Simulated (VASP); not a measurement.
# HgTe (F-43m) in VASP: single point with PBE

Aim: the single point of HgTe with PBE.

All numbers are computed with VASP 6.6.1; they aren't measurements. Logs are shortened: lines on timing, memory, paths and dates and some standing lists are left out, and cuts for length are marked.

## Step 1: The cell of the first run

The structure is cubic, space group F-43m (No. 216). The conventional cell has a = 6.447 Å, b = 6.447 Å, c = 6.447 Å, α = 90.00°, β = 90.00°, γ = 90.00°. Within 3.7 Å of Hg (site symmetry -43m) lie 4 Te at 2.79 Å. Te (site symmetry -43m) has 4 Hg at 2.79 Å within 3.7 Å.

## Step 2: Single point, PBE

File INCAR:

```
  PREC = Accurate
  ENCUT = 520
  EDIFF = 1E-6
  ISMEAR = 0
  SIGMA = 0.05
  LREAL = False
  LASPH = True
  NELM = 80
  ALGO = Normal
  ISIF = 2
  LWAVE = False
  LCHARG = False
  GGA = PE
  NBANDS = 16
```

File KPOINTS:

```
Automatic mesh
0
Gamma
  6 6 6
```

File POSCAR:

```
HgTe
1.0
    0.0000000000      3.2234988908      3.2234988908
    3.2234988908      0.0000000000      3.2234988908
    3.2234988908      3.2234988908      0.0000000000
Hg Te
1 1
Direct
    0.0000000000      0.0000000000      0.0000000000
    0.2500000000      0.2500000000      0.2500000000
```

Potentials or basis: VASP PAW PBE potentials, release 64 (Hg, Te).

Started as:

```
> cat potpaw_PBE.64/Hg/POTCAR potpaw_PBE.64/Te/POTCAR > POTCAR
> mpirun -np 1 vasp_std > vasp.out
```

OUTCAR:

```text
PREC = Accurate
   ENCUT = 520
   EDIFF = 1E-6
   ISMEAR = 0
   LREAL = False
   LASPH = True
   NELM = 80
   ISIF = 2
   GGA = PE

 ion  position               nearest neighbor table
   1  0.000  0.000  0.000-   2 2.79   2 2.79   2 2.79   2 2.79
   2  0.250  0.250  0.250-   1 2.79   1 2.79   1 2.79   1 2.79

  LATTYP: Found a face centered cubic cell.
 ALAT       =     6.4469977816

  Lattice vectors:

 A1 = (   0.0000000000,   3.2234988908,   3.2234988908)
 A2 = (   3.2234988908,   0.0000000000,   3.2234988908)
 A3 = (   3.2234988908,   3.2234988908,   0.0000000000)

Analysis of symmetry for initial positions (statically):
=====================================================================
 Subroutine PRICEL returns:
 Original cell was already a primitive cell.

 Routine SETGRP: Setting up the symmetry group for a
 face centered cubic supercell.

 Subroutine GETGRP returns: Found 24 space group operations
 (whereof 24 operations were pure point group operations)
 out of a pool of 48 trial point group operations.

The static configuration has the point symmetry T_d .

Analysis of symmetry for dynamics (positions and initial velocities):
=====================================================================
 Subroutine PRICEL returns:
 Original cell was already a primitive cell.

 Routine SETGRP: Setting up the symmetry group for a
 face centered cubic supercell.

 Subroutine GETGRP returns: Found 24 space group operations
 (whereof 24 operations were pure point group operations)
 out of a pool of 48 trial point group operations.

The dynamic configuration has the point symmetry T_d .

 Subroutine INISYM returns: Found 24 space group operations
 (whereof 24 operations are pure point group operations),
 and found     1 'primitive' translations

----------------------------------------------------------------------------------------

                                     Primitive cell

  volume of cell :      66.9904

  direct lattice vectors                    reciprocal lattice vectors
     0.000000000  3.223498891  3.223498891    -0.155110958  0.155110958  0.155110958
     3.223498891  0.000000000  3.223498891     0.155110958 -0.155110958  0.155110958
     3.223498891  3.223498891  0.000000000     0.155110958  0.155110958 -0.155110958

  length of vectors
     4.558715850  4.558715850  4.558715850     0.268660059  0.268660059  0.268660059

  position of ions in fractional coordinates (direct lattice)
     0.000000000  0.000000000  0.000000000
     0.250000000  0.250000000  0.250000000

  ion indices of the primitive-cell ions
   primitive index   ion index
                 1           1
                 2           2

----------------------------------------------------------------------------------------

 KPOINTS: Automatic mesh

Automatic generation of k-mesh.
 Grid dimensions read from file:
 generate k-points for:    6    6    6

 Generating k-lattice:

  Cartesian coordinates                     Fractional coordinates (reciprocal lattice)
    -0.025851826  0.025851826  0.025851826     0.166666667  0.000000000  0.000000000
     0.025851826 -0.025851826  0.025851826     0.000000000  0.166666667  0.000000000
     0.025851826  0.025851826 -0.025851826     0.000000000  0.000000000  0.166666667

  Length of vectors
     0.044776677  0.044776677  0.044776677

  Shift w.r.t. Gamma in fractional coordinates (k-lattice)
     0.000000000  0.000000000  0.000000000

 Subroutine IBZKPT returns following result:
 ===========================================

 Found     16 irreducible k-points:

 Following reciprocal coordinates:
            Coordinates               Weight
  0.000000  0.000000  0.000000      1.000000
  0.166667  0.000000  0.000000      8.000000
  0.333333  0.000000  0.000000      8.000000
  0.500000  0.000000  0.000000      4.000000
  0.166667  0.166667  0.000000      6.000000
  0.333333  0.166667  0.000000     24.000000
[... 8 lines left out ...]
 -0.333333  0.333333  0.166667     24.000000
 -0.333333  0.500000  0.166667     12.000000
   k-points           NKPTS =     16   k-points in BZ     NKDIM =     16   number of bands    NBANDS=     16
   number of dos      NEDOS =    301   number of ions     NIONS =      2
   total plane-waves  NPLWV =  46656
   dimension x,y,z NGX =    36 NGY =   36 NGZ =   36
   dimension x,y,z NGXF=    72 NGYF=   72 NGZF=   72
   ions per type =               1   1
   NGX,Y,Z   is equivalent  to a cutoff of  13.13, 13.13, 13.13 a.u.
   NGXF,Y,Z  is equivalent  to a cutoff of  26.26, 26.26, 26.26 a.u.
 SYSTEM =  unknown system
   PREC   = accura    normal or accurate (medium, high low for compatibility)
   ISTART =      0    job   : 0-new  1-cont  2-samecut
   ICHARG =      2    charge: 1-file 2-atom 10-const
   ISPIN  =      1    spin polarized calculation?
   LNONCOLLINEAR =      F non collinear calculations
   LSORBIT =      F    spin-orbit coupling
   LASPH  =      T    aspherical Exc in radial PAW
   ENCUT  =  520.0 eV  38.22 Ry    6.18 a.u.   8.48  8.48  8.48*2*pi/ulx,y,z
   NELM   =     80;   NELMIN=  2; NELMDL= -5     # of ELM steps
   EDIFF  = 0.1E-05   stopping-criterion for ELM
   LREAL  =      F    real-space projection
   EDIFFG = 0.1E-04   stopping-criterion for IOM
   NSW    =      0    number of steps for IOM
   IBRION =     -1    ionic relax: 0-MD 1-quasi-New 2-CG
   NFREE  =      0    steps in history (QN), initial steepest desc. (CG)
   ISIF   =      2    stress and relaxation
   ISYM   =      2    0-nonsym 1-usesym 2-fastsym
   POTIM  = 0.5000    time-step for ionic-motion
   TEBEG  =    0.0;   TEEND  =   0.0 temperature during run
   PSTRESS=    0.0 pullay stress
   NELECT =      18.0000    total number of electrons
   NUPDOWN=      -1.0000    fix difference up-down
   EMIN   =  10.00;   EMAX   =-10.00  energy-range for DOS
   EFERMI =   0.00;   METHOD = LEGACY
   ISMEAR =     0;   SIGMA  =   0.05  broadening in eV -4-tet -1-fermi 0-gaus
   EFERMI_NEDOS =   21; number of points for ismear=-14 and -15
   IALGO  =     38    algorithm
   IMIX   =      4    mixing-type and parameters
     AMIX     =   0.40;   BMIX     =  1.00
     AMIX_MAG =   1.60;   BMIX_MAG =  1.00
  volume/ion in A,a.u.               =      33.50       226.04
  Fermi-wavevector in a.u.,A,eV,Ry     =   1.056399  1.996305 15.183825  1.115980
  Thomas-Fermi vector in A             =   2.191634
   LORBIT       =      0    0 simple, 1 ext, 2 COOP (PROOUT), +10 PAW based schemes
   GGA     = PE    functional components
   LHFCALC =     F    Hartree Fock is set to
   AEXX    =    0.0000 exact exchange contribution
   IVDW    =     0    specifies the selected vdW correction
   LEPSILON=     F    determine dielectric tensor
   LRPA    =     F    only Hartree local field effects (RPA)
 non-spin polarized calculation
 Gauss-broadening in eV      SIGMA  =   0.05
  energy-cutoff  :      520.00
  volume of cell :       66.99
 maximum number of plane-waves:      1821
 NGX is ok and might be reduce to    36
   NGX = 17   NGY = 17   NGZ = 17

 number of electron      18.0000001 magnetization

 Free energy of the ion-electron system (eV)
  ---------------------------------------------------
  ext. energy  EPLUGINS =         0.00000000
  ---------------------------------------------------
  free energy    TOTEN  =        -3.55952755 eV

  energy without entropy =       -3.55917047  energy(sigma->0) =       -3.55934901

 E-fermi :   3.2021     XC(G=0):  -8.7772

 val. band max:        3.1868463912   @ k =   0.0000   0.0000   0.0000
 cond. band min:       3.8910270165   @ k =   0.5000   0.0000   0.0000
 fundamental gap:      0.7041806253
 Fermi energy:         3.2020748804

 k-point     1 :       0.0000    0.0000    0.0000
  band No.  band energies     occupation
      1      -8.8568      2.00000
      2      -4.2186      2.00000
      3      -4.2186      2.00000
      4      -4.2186      2.00000
      5      -3.6797      2.00000
      6      -3.6797      2.00000
[... 8 lines left out ...]
     15      12.7482      0.00000
     16      12.7482      0.00000

 k-point     2 :       0.1667    0.0000    0.0000
  band No.  band energies     occupation
      1      -8.7217      2.00000
      2      -4.1818      2.00000
      3      -4.1818      2.00000
      4      -4.1623      2.00000
      5      -3.6827      2.00000
      6      -3.6827      2.00000
[... 8 lines left out ...]
     15      11.7506      0.00000
     16      11.7506      0.00000

 k-point     3 :       0.3333    0.0000    0.0000
  band No.  band energies     occupation
      1      -8.4313      2.00000
      2      -4.1181      2.00000
      3      -4.1181      2.00000
      4      -3.8690      2.00000
      5      -3.6733      2.00000
      6      -3.6733      2.00000
[... 8 lines left out ...]
     15      12.0663      0.00000
     16      12.0663      0.00000

 k-point     4 :       0.5000    0.0000    0.0000
  band No.  band energies     occupation
      1      -8.2752      2.00000
      2      -4.0934      2.00000
      3      -4.0934      2.00000
      4      -3.6583      2.00000
      5      -3.6583      2.00000
      6      -3.3683      2.00000
[... 8 lines left out ...]
     15      13.2427      0.00000
     16      13.2427      0.00000
[... 172 lines left out ...]
 k-point    14 :       0.5000    0.3333    0.1667
  band No.  band energies     occupation
      1      -8.2304      2.00000
      2      -4.0468      2.00000
      3      -4.0173      2.00000
      4      -3.8376      2.00000
      5      -3.6556      2.00000
      6      -3.5328      2.00000
[... 8 lines left out ...]
     15      13.4538      0.00000
     16      14.2899      0.00000

 k-point    15 :      -0.3333    0.3333    0.1667
  band No.  band energies     occupation
      1      -8.1247      2.00000
      2      -4.0219      2.00000
      3      -3.9845      2.00000
      4      -3.7306      2.00000
      5      -3.6908      2.00000
      6      -3.2080      2.00000
[... 8 lines left out ...]
     15      13.5549      0.00000
     16      14.2167      0.00000

 k-point    16 :      -0.3333    0.5000    0.1667
  band No.  band energies     occupation
      1      -8.0721      2.00000
      2      -4.0027      2.00000
      3      -3.9280      2.00000
      4      -3.8027      2.00000
      5      -3.6626      2.00000
      6      -3.0871      2.00000
[... 8 lines left out ...]
     15      14.0780      0.00000
     16      14.3667      0.00000

------------------------ aborting loop because EDIFF is reached ----------------------------------------

  FORCE on cell =-STRESS in cart. coord.  units (eV):
  Direction    XX          YY          ZZ          XY          YZ          ZX
  --------------------------------------------------------------------------------------
  -------------------------------------------------------------------------------------
  Total        1.7601510      1.7601510      1.7601510     -0.0000000     -0.0000000      0.0000000
  in kB       42.0966879     42.0966879     42.0966879     -0.0000000     -0.0000000      0.0000000
  external PRESSURE =      42.0966879 kB  Pullay stress =       0.0000000 kB

 VOLUME and BASIS-vectors are now :
 -----------------------------------------------------------------------------
  energy-cutoff  :      520.00
  volume of cell :       66.99
      direct lattice vectors                 reciprocal lattice vectors
     0.000000000  3.223498891  3.223498891    -0.155110958  0.155110958  0.155110958
     3.223498891  0.000000000  3.223498891     0.155110958 -0.155110958  0.155110958
     3.223498891  3.223498891  0.000000000     0.155110958  0.155110958 -0.155110958

 POSITION                                       TOTAL-FORCE (eV/Angst)
 -----------------------------------------------------------------------------------
      0.00000      0.00000      0.00000        -0.000000      0.000000     -0.000000
      1.61175      1.61175      1.61175         0.000000     -0.000000      0.000000
 -----------------------------------------------------------------------------------
    total drift:                               -0.000000     -0.000000     -0.000000

  FREE ENERGIE OF THE ION-ELECTRON SYSTEM (eV)
  ---------------------------------------------------
  free  energy   TOTEN  =        -3.5595275539 eV

  energy  without entropy=       -3.5591704652  energy(sigma->0) =       -3.55934901
```

It took 24 s on 1 thread of Intel Xeon 8259CL, shared host; peak memory 0.2 GiB.

Results:

* Free energy: -3.5595 eV
* Pressure: 4.2 GPa
* Band gap on the k mesh: zero (filled and empty bands touch)

Caveat: spin-orbit coupling is left out, which moves the levels of the heavy elements.
